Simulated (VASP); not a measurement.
WS2, 12 atoms in the cell. The structure is trigonal, space group R3m (No. 160). The conventional cell has a = 3.188 Å, b = 3.188 Å, c = 22.423 Å, α = 90.00°, β = 90.00°, γ = 120.00°. Within 3.2 Å of W (site symmetry 3m) lie 6 S at 2.42 Å and 6 W at 3.19 Å. S (site symmetry 3m) has 3 W at 2.42 Å and 7 S at 3.14 to 3.19 Å within 3.2 Å. S (site symmetry 3m) has 3 W at 2.42 Å and 7 S at 3.14 to 3.19 Å within 3.2 Å. 

- Program: VASP 6.6.1
- Task: single point
- Functional: PBE
- Potentials or basis: VASP PAW PBE potentials, release 64 (W_sv, S)
- Cutoff: 520 eV
- k mesh: 3 × 3 × 3
- Occupations: gaussian, width 0.01 eV
- Spin: no spin polarisation
- Dipole correction: no
- Further INCAR settings: ALGO = Normal; EDIFF = 1e-07; NBANDS = 64

Potentials or basis: VASP PAW PBE potentials, release 64 (W_sv, S).

The run is started by

```console
$ cat potpaw_PBE.64/W_sv/POTCAR potpaw_PBE.64/S/POTCAR > POTCAR
$ mpirun -np 1 vasp_std > vasp.out
```

Hardware: 1 thread of AMD EPYC 7R43 64-Core Processor (Zen 3), with other jobs on the host.

Estimate the wall time of this run.

Wall time 4.7 min on 1 thread of AMD EPYC 7R43 64-Core Processor (Zen 3), on a shared host, peak memory 0.35 GiB. Counts: scf iterations 19, k points 6.
